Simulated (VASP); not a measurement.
# SiMo3 (Pm-3n) in VASP: relaxation of cell and atoms with PBEsol

Aim: the relaxation of cell and atoms of SiMo3 with PBEsol.

Everything below comes from runs of VASP 6.6.1. Logs are shortened: lines on timing, memory, paths and dates and some standing lists are left out, and cuts for length are marked.

### 1 The cell of the first run

It takes space group Pm-3n (No. 223, cubic). The conventional cell has a = 4.890 Å, b = 4.890 Å, c = 4.890 Å, α = 90.00°, β = 90.00°, γ = 90.00°. Si (site symmetry m-3) has 12 Mo at 2.73 Å within 3.6 Å. Within 3.2 Å of Mo (site symmetry -4m2) lie 10 Mo at 2.44 to 2.99 Å and 4 Si at 2.73 Å.

### 2 Relaxation of cell and atoms, PBEsol

Contents of INCAR:

```
  PREC = Accurate
  ENCUT = 600
  EDIFF = 1E-6
  ISMEAR = 0
  SIGMA = 0.1
  LREAL = F
  LASPH = T
  NELM = 100
  ALGO = Fast
  ISIF = 3
  LWAVE = F
  LCHARG = F
  GGA = PS
  IBRION = 2
  NSW = 100
  EDIFFG = -0.005
```

Contents of KPOINTS:

```
Automatic mesh
0
Gamma
  8 8 8
```

Contents of POSCAR:

```
SiMo3
1.0
    4.8896951900      0.0000000000      0.0000000000
    0.0000000000      4.8896951900      0.0000000000
    0.0000000000      0.0000000000      4.8896951900
Si Mo
2 6
Direct
    0.5000000000      0.5000000000      0.5000000000
    0.0000000000      0.0000000000      0.0000000000
    0.0000000000      0.5000000000      0.2500000000
    0.0000000000      0.5000000000      0.7500000000
    0.5000000000      0.7500000000      0.0000000000
    0.5000000000      0.2500000000      0.0000000000
    0.7500000000      0.0000000000      0.5000000000
    0.2500000000      0.0000000000      0.5000000000
```

Potentials or basis: VASP PAW PBE potentials, release 64 (Si, Mo_sv).

The run is started by

```sh
cat potpaw_PBE.64/Si/POTCAR potpaw_PBE.64/Mo_sv/POTCAR > POTCAR
mpirun -np 1 vasp_std > vasp.out
```

OUTCAR:

```text
PREC = Accurate
   ENCUT = 600
   EDIFF = 1E-6
   ISMEAR = 0
   LREAL = F
   LASPH = T
   NELM = 100
   ISIF = 3
   GGA = PS
   IBRION = 2
   NSW = 100
   EDIFFG = -0.005

 ion  position               nearest neighbor table
   1  0.500  0.500  0.500-   3 2.73   4 2.73   5 2.73   6 2.73   7 2.73   8 2.73   5 2.73   6 2.73
                             7 2.73   8 2.73   3 2.73   4 2.73
   2  0.000  0.000  0.000-   3 2.73   4 2.73   5 2.73   6 2.73   7 2.73   8 2.73   7 2.73   8 2.73
                             3 2.73   4 2.73   5 2.73   6 2.73
   3  0.000  0.500  0.250-   4 2.44   4 2.44   1 2.73   2 2.73   2 2.73   1 2.73   8 2.99   5 2.99
                             6 2.99   7 2.99   8 2.99   7 2.99   5 2.99   6 2.99
   4  0.000  0.500  0.750-   3 2.44   3 2.44   1 2.73   2 2.73   2 2.73   1 2.73   8 2.99   5 2.99
                             6 2.99   7 2.99   8 2.99   7 2.99   5 2.99   6 2.99
   5  0.500  0.750  0.000-   6 2.44   6 2.44   1 2.73   1 2.73   2 2.73   2 2.73   8 2.99   4 2.99
                             7 2.99   8 2.99   3 2.99   7 2.99   3 2.99   4 2.99
   6  0.500  0.250  0.000-   5 2.44   5 2.44   1 2.73   1 2.73   2 2.73   2 2.73   8 2.99   4 2.99
                             7 2.99   8 2.99   3 2.99   7 2.99   3 2.99   4 2.99
   7  0.750  0.000  0.500-   8 2.44   8 2.44   1 2.73   2 2.73   1 2.73   2 2.73   3 2.99   4 2.99
                             5 2.99   6 2.99   5 2.99   3 2.99   4 2.99   6 2.99
   8  0.250  0.000  0.500-   7 2.44   7 2.44   1 2.73   2 2.73   1 2.73   2 2.73   3 2.99   4 2.99
                             5 2.99   6 2.99   5 2.99   3 2.99   4 2.99   6 2.99

  LATTYP: Found a simple cubic cell.
 ALAT       =     4.8896951900

  Lattice vectors:

 A1 = (   4.8896951900,   0.0000000000,   0.0000000000)
 A2 = (   0.0000000000,   4.8896951900,   0.0000000000)
 A3 = (   0.0000000000,   0.0000000000,   4.8896951900)

Analysis of symmetry for initial positions (statically):
=====================================================================
 Subroutine PRICEL returns:
 Original cell was already a primitive cell.

 Routine SETGRP: Setting up the symmetry group for a
 simple cubic supercell.

 Subroutine GETGRP returns: Found 48 space group operations
 (whereof 24 operations were pure point group operations)
 out of a pool of 48 trial point group operations.

The static configuration has the point symmetry T_h .
 The point group associated with its full space group is O_h .

Analysis of symmetry for dynamics (positions and initial velocities):
=====================================================================
 Subroutine PRICEL returns:
 Original cell was already a primitive cell.

 Routine SETGRP: Setting up the symmetry group for a
 simple cubic supercell.

 Subroutine GETGRP returns: Found 48 space group operations
[... 126 lines left out ...]
   PSTRESS=    0.0 pullay stress
   NELECT =      92.0000    total number of electrons
   NUPDOWN=      -1.0000    fix difference up-down
   EMIN   =  10.00;   EMAX   =-10.00  energy-range for DOS
   EFERMI =   0.00;   METHOD = LEGACY
   ISMEAR =     0;   SIGMA  =   0.10  broadening in eV -4-tet -1-fermi 0-gaus
   EFERMI_NEDOS =   21; number of points for ismear=-14 and -15
   IALGO  =     68    algorithm
   IMIX   =      4    mixing-type and parameters
     AMIX     =   0.40;   BMIX     =  1.00
     AMIX_MAG =   1.60;   BMIX_MAG =  1.00
  volume/ion in A,a.u.               =      14.61        98.62
  Fermi-wavevector in a.u.,A,eV,Ry     =   1.511433  2.856195 31.081565  2.284431
  Thomas-Fermi vector in A             =   2.621491
   LORBIT       =      0    0 simple, 1 ext, 2 COOP (PROOUT), +10 PAW based schemes
   GGA     = PS    functional components
   LHFCALC =     F    Hartree Fock is set to
   AEXX    =    0.0000 exact exchange contribution
   IVDW    =     0    specifies the selected vdW correction
   LEPSILON=     F    determine dielectric tensor
   LRPA    =     F    only Hartree local field effects (RPA)
 conjugate gradient relaxation of ions
 non-spin polarized calculation
 RMM-DIIS sequential band-by-band and
 Gauss-broadening in eV      SIGMA  =   0.10
  energy-cutoff  :      600.00
  volume of cell :      116.91
 maximum number of plane-waves:      3948
 NGX is ok and might be reduce to    40
   NGX = 19   NGY = 19   NGZ = 19

--------------------------------------- Ionic step        1  -------------------------------------------

 number of electron      91.9999979 magnetization

 Free energy of the ion-electron system (eV)
  ---------------------------------------------------
  ext. energy  EPLUGINS =         0.00000000
  ---------------------------------------------------
  free energy    TOTEN  =       -85.09026237 eV

  energy without entropy =      -85.06852334  energy(sigma->0) =      -85.07939285

------------------------ aborting loop because EDIFF is reached ----------------------------------------

  FORCE on cell =-STRESS in cart. coord.  units (eV):
  Direction    XX          YY          ZZ          XY          YZ          ZX
  --------------------------------------------------------------------------------------
  -------------------------------------------------------------------------------------
  Total       -2.8860714     -2.8860714     -2.8860714     -0.0000000      0.0000000     -0.0000000
  in kB      -39.5523505    -39.5523505    -39.5523505     -0.0000000      0.0000000     -0.0000000
  external PRESSURE =     -39.5523505 kB  Pullay stress =       0.0000000 kB
[... 113 lines left out ...]
--------------------------------------- Ionic step        4  -------------------------------------------

 number of electron      91.9999981 magnetization

 Free energy of the ion-electron system (eV)
  ---------------------------------------------------
  ext. energy  EPLUGINS =         0.00000000
  ---------------------------------------------------
  free energy    TOTEN  =       -85.11258428 eV

  energy without entropy =      -85.09141529  energy(sigma->0) =      -85.10199978

 E-fermi :  12.8923     XC(G=0): -13.3129

 val. band max:       12.8867796257   @ k =   0.3750   0.3750   0.0000
 cond. band min:      12.9115829038   @ k =   0.2500   0.1250   0.1250
 fundamental gap:      0.0248032780
 Fermi energy:        12.8922631330

 k-point     1 :       0.0000    0.0000    0.0000
  band No.  band energies     occupation
      1     -48.3030      2.00000
      2     -48.1786      2.00000
      3     -48.1786      2.00000
      4     -47.8289      2.00000
      5     -47.8289      2.00000
      6     -47.8289      2.00000
[... 1381 lines left out ...]
     54      15.0678      0.00000
     55      15.1106      0.00000

 [... further k-points ...]
[... 5 lines left out ...]
  --------------------------------------------------------------------------------------
  -------------------------------------------------------------------------------------
  Total        0.0038190      0.0038190      0.0038190      0.0000000      0.0000000     -0.0000000
  in kB        0.0531491      0.0531491      0.0531491      0.0000000      0.0000000     -0.0000000
  external PRESSURE =       0.0531491 kB  Pullay stress =       0.0000000 kB
[... 23 lines left out ...]
  FREE ENERGIE OF THE ION-ELECTRON SYSTEM (eV)
  ---------------------------------------------------
  free  energy   TOTEN  =       -85.1125842770 eV

  energy  without entropy=      -85.0914152881  energy(sigma->0) =      -85.10199978

 reached required accuracy - stopping structural energy minimisation
```

CONTCAR:

```text
SiMo3
   1.00000000000000
     4.8646949345627464    0.0000000000000000   -0.0000000000000000
    -0.0000000000000000    4.8646949345627464   -0.0000000000000000
    -0.0000000000000000    0.0000000000000000    4.8646949345627464
  Si              Mo
     2     6
Direct
     0.5000000000000000    0.5000000000000000    0.5000000000000000
     0.0000000000000000    0.0000000000000000    0.0000000000000000
     1.0000000000000000    0.5000000000000000    0.2500000000000000
     0.0000000000000000    0.5000000000000000    0.7500000000000000
     0.5000000000000000    0.7500000000000000    0.0000000000000000
     0.5000000000000000    0.2500000000000000    1.0000000000000000
     0.7500000000000000    1.0000000000000000    0.5000000000000000
     0.2500000000000000    0.0000000000000000    0.5000000000000000

  0.00000000E+00  0.00000000E+00  0.00000000E+00
  0.00000000E+00  0.00000000E+00  0.00000000E+00
  0.00000000E+00  0.00000000E+00  0.00000000E+00
  0.00000000E+00  0.00000000E+00  0.00000000E+00
  0.00000000E+00  0.00000000E+00  0.00000000E+00
  0.00000000E+00  0.00000000E+00  0.00000000E+00
  0.00000000E+00  0.00000000E+00  0.00000000E+00
  0.00000000E+00  0.00000000E+00  0.00000000E+00
```

Run time: 6.2 min. Hardware: 1 thread of Intel Xeon 6975P-C (Granite Rapids), shared host; peak memory 0.38 GiB.

What came out:

```
Free energy                           : -85.1126 eV
Relaxed volume                        : 14.39 Å³/atom
Relaxed cell                          : a = 4.865 Å, b = 4.865 Å, c = 4.865 Å, α = 90.00°, β = 90.00°, γ = 90.00°
Space group after relaxing (to 0.1 Å) : Pm-3n (No. 223)
Energy gained by relaxing             : 2.8 meV/atom
Ionic steps                           : 4
Pressure after relaxing               : 0.0 GPa
Band gap on the k mesh                : zero (bands 46 and 47 overlap by 2.48 eV)
```

Step by step:
```csv
step,energy change (eV),largest force (eV/Å),pressure (GPa),volume (Å³)
1,0.0000,0.0000,-3.96,116.91
2,0.1166,0.0000,10.90,110.91
3,-0.0223,0.0000,-0.08,115.16
4,-0.0223,0.0000,0.01,115.12
```

Final structure:
```
CELL_PARAMETERS angstrom
4.86469 0.00000 0.00000
0.00000 4.86469 0.00000
0.00000 0.00000 4.86469
ATOMIC_POSITIONS crystal
Si 0.50000 0.50000 0.50000
Si 0.00000 0.00000 0.00000
Mo 0.00000 0.50000 0.25000
Mo 0.00000 0.50000 0.75000
Mo 0.50000 0.75000 0.00000
Mo 0.50000 0.25000 0.00000
Mo 0.75000 0.00000 0.50000
Mo 0.25000 0.00000 0.50000
```

Caveat: the PAW data sets were made with another functional, which shifts forces and pressure a little.
